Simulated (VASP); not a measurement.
# Hf (P6_3/mmc) in VASP: further runs, part 4 of 4

VASP 6.6.1. Earlier steps stand in the parts before.

## (6) Relaxation of cell and atoms, RPBE+D3(BJ)

This run uses another cell than the first one, of 22.38 Å³/atom.

Contents of INCAR:

```
PREC = Accurate
ENCUT = 600
EDIFF = 1E-7
ISMEAR = -1
SIGMA = 0.05
LREAL = F
LASPH = T
NELM = 100
ALGO = Normal
ISIF = 3
LWAVE = F
LCHARG = F
GGA = RP
IVDW = 12
IBRION = 2
NSW = 60
EDIFFG = -0.01
```

Contents of KPOINTS:

```
regular mesh
0
Gamma
  10 10 5
```

Contents of POSCAR:

```
Hf
1.0
    3.1967000000      0.0000000000      0.0000000000
   -1.5983500000      2.7684234083      0.0000000000
    0.0000000000      0.0000000000      5.0578000000
Hf
2
Direct
    0.6666666667      0.3333333333      0.7500000000
    0.3333333333      0.6666666667      0.2500000000
```

Potentials or basis: VASP PAW PBE potentials, release 64 (Hf_pv).

On the command line:

```console
> cat potpaw_PBE.64/Hf_pv/POTCAR > POTCAR
> mpirun -np 1 vasp_std > vasp.out
```

OUTCAR:

```text
PREC = Accurate
   ENCUT = 600
   EDIFF = 1E-7
   ISMEAR = -1
   LREAL = F
   LASPH = T
   NELM = 100
   ISIF = 3
   GGA = RP
   IVDW = 12
   IBRION = 2
   NSW = 60
   EDIFFG = -0.01
 IVDW          = 12

 ion  position               nearest neighbor table
   1  0.667  0.333  0.750-   2 3.13   2 3.13   2 3.13   2 3.13   2 3.13   2 3.13
   2  0.333  0.667  0.250-   1 3.13   1 3.13   1 3.13   1 3.13   1 3.13   1 3.13

  LATTYP: Found a hexagonal cell.
 ALAT       =     3.1967000000
 C/A-ratio  =     1.5821941377

  Lattice vectors:

 A1 = (   3.1967000000,   0.0000000000,   0.0000000000)
 A2 = (  -1.5983500000,   2.7684234083,   0.0000000000)
 A3 = (   0.0000000000,   0.0000000000,   5.0578000000)

Analysis of symmetry for initial positions (statically):
=====================================================================
 Subroutine PRICEL returns:
 Original cell was already a primitive cell.

 Routine SETGRP: Setting up the symmetry group for a
 hexagonal supercell.

 Subroutine GETGRP returns: Found 24 space group operations
 (whereof 12 operations were pure point group operations)
 out of a pool of 24 trial point group operations.

The static configuration has the point symmetry D_3d.
 The point group associated with its full space group is D_6h.

Analysis of symmetry for dynamics (positions and initial velocities):
=====================================================================
 Subroutine PRICEL returns:
 Original cell was already a primitive cell.

 Routine SETGRP: Setting up the symmetry group for a
 hexagonal supercell.

 Subroutine GETGRP returns: Found 24 space group operations
 (whereof 12 operations were pure point group operations)
 out of a pool of 24 trial point group operations.

The dynamic configuration has the point symmetry D_3d.
 The point group associated with its full space group is D_6h.

 Subroutine INISYM returns: Found 24 space group operations
 (whereof 12 operations are pure point group operations),
 and found     1 'primitive' translations

----------------------------------------------------------------------------------------

                                     Primitive cell

  volume of cell :      44.7606

[... 107 lines left out ...]
     AMIX     =   0.40;   BMIX     =  1.00
     AMIX_MAG =   1.60;   BMIX_MAG =  1.00
  volume/ion in A,a.u.               =      22.38       151.03
  Fermi-wavevector in a.u.,A,eV,Ry     =   1.251563  2.365112 21.312311  1.566411
  Thomas-Fermi vector in A             =   2.385505
   LORBIT       =      0    0 simple, 1 ext, 2 COOP (PROOUT), +10 PAW based schemes
   GGA     = RP    functional components
   LHFCALC =     F    Hartree Fock is set to
   AEXX    =    0.0000 exact exchange contribution
   IVDW    =    12    specifies the selected vdW correction
   LEPSILON=     F    determine dielectric tensor
   LRPA    =     F    only Hartree local field effects (RPA)
 conjugate gradient relaxation of ions
 non-spin polarized calculation
  energy-cutoff  :      600.00
  volume of cell :       44.76
 maximum number of plane-waves:      1518
 NGX is ok and might be reduce to    28
   NGX = 13   NGY = 13   NGZ = 21

--------------------------------------- Ionic step        1  -------------------------------------------

 number of electron      20.0000001 magnetization

 Free energy of the ion-electron system (eV)
  ---------------------------------------------------
  ext. energy  EPLUGINS =         0.00000000
  ---------------------------------------------------
  free energy    TOTEN  =       -19.00598459 eV

  energy without entropy =      -18.99485139  energy(sigma->0) =      -19.00041799

------------------------ aborting loop because EDIFF is reached ----------------------------------------

 Edisp (eV)   -6.95105

 E8    (eV) :    -5.3125
[... 311 lines left out ...]
--------------------------------------- Ionic step        9  -------------------------------------------

 number of electron      19.9999999 magnetization

 Free energy of the ion-electron system (eV)
  ---------------------------------------------------
  ext. energy  EPLUGINS =         0.00000000
  ---------------------------------------------------
  free energy    TOTEN  =       -18.03521223 eV

  energy without entropy =      -18.02637023  energy(sigma->0) =      -18.03079123

 E-fermi :   6.6290     XC(G=0): -12.2504

 val. band max:        6.5637628299   @ k =   0.3000   0.3000   0.4000
 cond. band min:       6.6310530544   @ k =   0.0000   0.0000   0.4000
 fundamental gap:      0.0672902246
 Fermi energy:         6.6289662805

 k-point     1 :       0.0000    0.0000    0.0000
  band No.  band energies     occupation
      1     -24.4976      2.00000
      2     -23.0401      2.00000
      3     -23.0401      2.00000
      4     -22.8136      2.00000
      5     -22.8106      2.00000
      6     -22.8106      2.00000
      7      -1.4276      2.00000
      8       2.1763      2.00000
      9       7.8563      0.00000
     10       7.8563      0.00000
     11       8.0675      0.00000
     12       8.1380      0.00000
     13       8.9131      0.00000
     14       8.9131      0.00000
[... 377 lines left out ...]
      1     -24.2703      2.00000
      2     -24.0311      2.00000
      3     -23.6205      2.00000
      4     -23.3925      2.00000
      5     -23.2008      2.00000
      6     -23.0746      2.00000
      7       2.5714      2.00000
      8       3.4526      2.00000
      9       4.6505      2.00000
     10       5.3765      2.00000
     11       7.2501      0.00001
     12       8.2547      0.00000
     13       8.6901      0.00000
     14      12.5546      0.00000

 [... further k-points ...]

------------------------ aborting loop because EDIFF is reached ----------------------------------------

 Edisp (eV)   -8.69457

 E8    (eV) :    -6.6314
[... 25 lines left out ...]
  FREE ENERGIE OF THE ION-ELECTRON SYSTEM (eV)
  ---------------------------------------------------
  free  energy   TOTEN  =       -26.7297853050 eV

  energy  without entropy=      -26.7209433010  energy(sigma->0) =      -26.72536430

 reached required accuracy - stopping structural energy minimisation
```

OSZICAR:

```text
N       E                     dE             d eps       ncg     rms          rms(c)
DAV:   1     0.508260142914E+02    0.50826E+02   -0.12540E+04  1176   0.151E+03
[... 83 lines left out ...]
DAV:   1    -0.180353325404E+02    0.10545E-01   -0.31392E-03  1176   0.514E-01    0.152E-01
DAV:   2    -0.180352432681E+02    0.89272E-04   -0.19636E-04  1200   0.122E-01    0.437E-02
DAV:   3    -0.180352140476E+02    0.29221E-04   -0.51404E-05  1212   0.589E-02    0.184E-02
DAV:   4    -0.180352113814E+02    0.26662E-05   -0.70078E-06  1322   0.220E-02    0.157E-02
DAV:   5    -0.180352121348E+02   -0.75347E-06   -0.81577E-07  1434   0.625E-03    0.257E-03
DAV:   6    -0.180352122745E+02   -0.13965E-06   -0.38115E-08   600   0.164E-03    0.712E-04
DAV:   7    -0.180352122345E+02    0.39963E-07   -0.59946E-09   588   0.731E-04
   9 F= -.26729785E+02 E0= -.26725364E+02  d E =-.139248E-04
```

CONTCAR:

```text
Hf
   1.00000000000000
     2.9637488826670966    0.0000000000000000    0.0000000000000000
    -1.4818744413335483    2.5666818228448878    0.0000000000000000
    -0.0000000000000000   -0.0000000000000000    4.7417886384368000
  Hf
     2
Direct
     0.6666666667000030    0.3333333332999970    0.7500000000000000
     0.3333333332999970    0.6666666667000030    0.2500000000000000

  0.00000000E+00  0.00000000E+00  0.00000000E+00
  0.00000000E+00  0.00000000E+00  0.00000000E+00
```

Run time: 5.9 min. Hardware: 1 thread of Intel Xeon 8259CL, shared host; peak memory 0.21 GiB.

What came out:

```
Free energy                           : -26.7298 eV
Relaxed volume                        : 18.04 Å³/atom
Relaxed cell                          : a = 2.964 Å, b = 2.964 Å, c = 4.742 Å, α = 90.00°, β = 90.00°, γ = 120.00°
Space group after relaxing (to 0.1 Å) : P6_3/mmc (No. 194)
Pressure after relaxing               : 0.0 GPa
Band gap on the k mesh                : zero (bands 10 and 11 overlap by 1.61 eV)
Dispersion energy per atom            : -4.347 eV
```

Final structure:
```
CELL_PARAMETERS angstrom
2.96375 0.00000 0.00000
-1.48187 2.56668 0.00000
0.00000 0.00000 4.74179
ATOMIC_POSITIONS crystal
Hf 0.66667 0.33333 0.75000
Hf 0.33333 0.66667 0.25000
```

Caveat: the volume moved by over 15 % at a fixed basis, so the end points are rough; the PAW data sets were made with another functional, which shifts forces and pressure a little; spin-orbit coupling is left out, which moves the levels of the heavy elements.

## (7) The runs side by side

| task | level | cell | cutoff (eV) | gap on the mesh (eV) | pressure (GPa) | relaxed volume (Å³/atom) |
| --- | --- | --- | --- | --- | --- | --- |
| single point | BLYP | a = 3.233, b = 3.233, c = 5.101 Å, angles 90.0, 90.0, 120.0°, 2 atoms | 520 | none | 0.0 | - |
| relaxation of cell and atoms | revPBE | relaxed from a = 3.197, b = 3.197, c = 5.058 Å, angles 90.0, 90.0, 120.0°, 2 atoms | 600 | none | 0.0 | 22.84 |
| relaxation of cell and atoms | BLYP | relaxed from a = 3.197, b = 3.197, c = 5.058 Å, angles 90.0, 90.0, 120.0°, 2 atoms | 600 | none | 0.0 | 23.08 |
| relaxation of cell and atoms | PBEsol+D4 | relaxed from a = 3.197, b = 3.197, c = 5.058 Å, angles 90.0, 90.0, 120.0°, 2 atoms | 600 | none | 0.1 | 21.32 |
| relaxation of cell and atoms | RPBE+D3(BJ) | relaxed from a = 3.197, b = 3.197, c = 5.058 Å, angles 90.0, 90.0, 120.0°, 2 atoms | 600 | none | 0.0 | 18.04 |

Alike in all rows: potentials or basis VASP PAW PBE potentials, release 64 (Hf_pv); no spin polarisation; k mesh 10 × 10 × 5; smearing fermi-dirac 0.05 eV.

Caveats: the PAW data sets were made with another functional, which shifts forces and pressure a little; spin-orbit coupling is left out, which moves the levels of the heavy elements; the volume moved by over 15 % at a fixed basis, so the end points are rough (at least some runs).

Absolute energies hang on the potentials; compare differences alone.
